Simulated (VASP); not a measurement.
A run of VASP 6.6.1:

Contents of INCAR:

```
SYSTEM = ZrC
ALGO = Normal
EDIFF = 1E-6
EDIFFG = -0.01
ENCUT = 600
GGA = PE
IBRION = 2
ISIF = 4
ISMEAR = 0
LASPH = .TRUE.
LCHARG = .FALSE.
LREAL = .FALSE.
LWAVE = .FALSE.
NELM = 80
NSW = 60
PREC = Accurate
SIGMA = 0.05
```

The input KPOINTS:

```
k-points
0
G
  12 12 12
  0 0 0
```

Contents of POSCAR:

```
ZrC
1.0
    3.2023277770      0.0000000000      0.0000000000
   -1.6011638885      2.7732972061      0.0000000000
    0.0000000000      0.0000000000      2.8958743699
Zr C
1 1
Direct
    0.0000000000      0.0000000000      0.0000000000
    0.6666666667      0.3333333333      0.5000000000
```

Potentials or basis: VASP PAW PBE potentials, release 64 (Zr_sv, C).

Launch:

```bash
$ cat potpaw_PBE.64/Zr_sv/POTCAR potpaw_PBE.64/C/POTCAR > POTCAR
$ mpirun -np 1 vasp_std > vasp.out
```

Hardware: 1 thread of Intel Xeon 8259CL, on a shared host.

Task: How long does it take, and how much memory?

Result: Wall time 110 s on 1 thread of Intel Xeon 8259CL, with other jobs on the host, peak memory 0.2 GiB. Counts: scf iterations 21, k points 133, ion steps 3.
